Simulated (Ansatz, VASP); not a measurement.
## Two plane-wave programs on WC

```xyz
2
Lattice="2.9065 0.0000 0.0000 -1.4532 2.5171 0.0000 0.0000 0.0000 2.8366" Properties=species:S:1:pos:R:3 pbc="T T T"
W     0.0000    0.0000    0.0000
C     1.4533    0.8390    1.4183
```

Alike in both runs: task relaxation of cell and atoms; functional PBE; k mesh 10 × 10 × 9; occupations fermi-dirac, width 0.05 eV; no spin polarisation.

|  | VASP | Ansatz |
| --- | --- | --- |
| version | VASP 6.6.1 | Ansatz 0.2.0 |
| potentials or method | VASP PAW PBE potentials, release 64 (W_sv, C) | Ansatz PAW |
| plane-wave cutoff (eV) | 600 | 420 |
| valence electrons in the cell | 18 | 18 |

Ansatz gave:

```
gap on the k mesh at the Fermi level, each at its own relaxed structure (eV) : none
relaxed volume (Å³/atom)                                                     : 10.52
relaxed cell length with the largest relative difference (Å)                 : 2.846
```

Question: Which values does VASP return?

Answer: gap on the k mesh at the Fermi level, each at its own relaxed structure (eV): none; relaxed volume (Å³/atom): 10.55; relaxed cell length with the largest relative difference (Å): 2.848.

A gap of «none» marks a metal or a gap that the smearing closes.

Spin-orbit coupling is off throughout. Noted on Ansatz's run: the plane-wave basis is chosen anew once the cell has moved, so the energies of steps on either side of that aren't comparable.
